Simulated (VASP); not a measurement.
## MnO: single point with PBE

The system is MnO.

```
Mn O
1.0
     3.32458    0.00000    0.00000
     0.00000    3.32458    0.00000
     0.00000    0.00000    4.86782
Mn O
2 2
Direct
  0.00000 0.00000 0.00000
  0.50000 0.50000 0.00000
  0.50000 0.00000 0.26700
  0.00000 0.50000 0.73300
```

```json
{"Program": "VASP 6.6.1", "Task": "single point", "Functional": "PBE", "Potentials or basis": "VASP PAW PBE potentials, release 64 (Mn_pv, O)", "Cutoff": "520 eV", "k mesh": "8 × 8 × 6", "Occupations": "fermi-dirac, width 0.05 eV", "Spin": "collinear spin, ferromagnetic start", "Starting moments": "[4.0, 4.0, 0.0, 0.0] μB"}
```

The pressure is -18.1 GPa, the largest force is 3.169 eV/Å and the net moment is 2.77 μB per cell. The site moments are Mn +1.51; O -0.14 μB and the valence electrons inside the program's atomic spheres are Mn 11.73; O 4.83.

Forces in eV/Å, atoms in the order of the input:
```
Mn   0.000  0.000  0.000
Mn   0.000  0.000  0.000
O    0.000  0.000 -3.169
O    0.000  0.000  3.169
```

Stress tensor (GPa, compression positive):
```
-14.88   0.00   0.00
  0.00 -14.88   0.00
  0.00   0.00 -24.43
```

Levels at points of the mesh, in eV from the Fermi level:
Spin up:
```tsv
k point	band 16	band 17	band 18	band 19	band 20	band 21	band 22	band 23	band 24	band 25
(0.00, 0.00, 0.00)	-1.48	-0.86	-0.69	0.01	0.01	0.06	0.38	0.57	0.57	1.67
(0.50, 0.00, 0.00)	-2.01	-1.77	-1.77	-1.39	-1.39	0.42	0.42	0.44	0.44	4.69
(0.50, 0.50, 0.00)	-2.85	-2.15	-2.15	-0.91	-0.91	-0.27	-0.27	0.87	0.87	5.39
(0.00, 0.00, 0.50)	-1.48	-1.02	-0.65	0.06	0.07	0.07	0.47	0.47	1.67	1.73
(0.50, 0.00, 0.50)	-1.97	-1.77	-1.77	-1.40	-1.40	0.48	0.48	0.57	0.57	4.75
(0.50, 0.50, 0.50)	-2.74	-2.39	-2.39	-1.04	-1.04	-0.27	-0.27	0.91	0.91	6.21
```
Spin down:
```
           k point  band 15  band 16  band 17  band 18  band 19  band 20  band 21  band 22
(0.00, 0.00, 0.00)    -3.11    -0.64    -0.37     0.79     0.90     1.45     1.45     1.47
(0.50, 0.00, 0.00)    -0.86    -0.86    -0.77    -0.77     0.23     0.23     1.45     1.45
(0.50, 0.50, 0.00)    -1.85    -1.85    -1.26    -1.26     0.87     0.87     1.33     1.33
(0.00, 0.00, 0.50)    -3.11    -0.44    -0.30     0.96     1.39     1.39     1.52     1.52
(0.50, 0.00, 0.50)    -0.87    -0.87    -0.70    -0.70     0.21     0.21     1.50     1.50
(0.50, 0.50, 0.50)    -1.73    -1.73    -1.38    -1.38     0.78     0.78     1.33     1.33
```

It took 5.6 min on 1 thread of Intel Xeon 8259CL (shared host), peak memory 0.28 GiB.

Caveat: the cell stands under tension; semilocal functionals often make such compounds metallic where correlation or magnetic order opens a gap, which also shifts bond lengths; only a ferromagnetic start was run, and an antiferromagnetic order may lie lower in energy; forces of over 1 eV/Å act on the atoms, so gaps and moduli don't describe the material at rest. With open d or f shells a metallic result of PBE can be an artefact of self-interaction; +U or a hybrid may open a gap.
